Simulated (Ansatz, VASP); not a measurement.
Zr: VASP beside Ansatz

INCAR

```
SYSTEM = Zr
PREC = Accurate ; ENCUT = 520
EDIFF = 1E-6 ; ISMEAR = -1
SIGMA = 0.05 ; LREAL = .False.
LASPH = .True. ; NELM = 150
ALGO = Normal ; ISIF = 2
LWAVE = .False. ; LCHARG = .True.
MAGMOM = 0 0 1 0 0 1 ; LORBIT = 11
LSORBIT = .True. ; GGA_COMPAT = .False.
LORBMOM = .True. ; LMAXMIX = 4
GGA = PS ; LVHAR = .True.
NBANDS = 36
```

File KPOINTS:

```
Automatic mesh
0
Gamma
  11 11 6
  0 0 0
```

POSCAR

```
Zr
1.0
    3.1878935042      0.0000000000      0.0000000000
   -1.5939467521      2.7607967592      0.0000000000
    0.0000000000      0.0000000000      5.1022363105
Zr
2
Direct
    0.3333333333      0.6666666667      0.2500000000
    0.6666666667      0.3333333333      0.7500000000
```

Input for Ansatz:

```yaml
crystal:
  lattice:
    - [3.1878935042, 0.0, 0.0]
    - [-1.5939467521, 2.7607967592, 0.0]
    - [0.0, 0.0, 5.1022363105]
  atoms:
    - { symbol: Zr, position: [0.3333333333, 0.6666666667, 0.25], spin: 1.0, spin_axis: [0, 0, 1] }
    - { symbol: Zr, position: [0.6666666667, 0.3333333333, 0.75], spin: 1.0, spin_axis: [0, 0, 1] }
hamiltonian:
  xc: pbesol
  pseudopotentials:
    kind: paw_fr
    azcp:
      Zr: "pseudopotentials/Zr.paw.azcp"
basis:
  ecutwfc: 420
  fft_grid_basis: typed
kpoints:
  mp_grid: { grid: [11, 11, 6], shift: [0, 0, 0] }
magnetization:
  noncollinear: true
  spin_orbit: true
scf:
  occupations: { method: fermi_dirac, width: 0.05 }
```

Alike in both runs: task single point; functional PBEsol; k mesh 11 × 11 × 6; occupations fermi-dirac, width 0.05 eV; non-collinear spin, spin-orbit coupling.

```csv
,VASP,Ansatz
version,VASP 6.6.1,Ansatz 0.2.0
potentials or method,"VASP PAW PBE potentials, release 64 (Zr_sv), cutoff 520 eV","plane waves (420 eV) with PAW, fully relativistic with spin-orbit coupling"
valence electrons in the cell,24,24
```

```tsv
	VASP	Ansatz	Ansatz less VASP
net moment per atom (μB)	0.00	0.00	0.000
```

VASP's potentials were made for PBE, not for PBEsol, and Ansatz warns of the same on its side. With one functional, cell and mesh, what is left measures potentials, basis and numerics. Ansatz's warnings: seeded moment not kept.
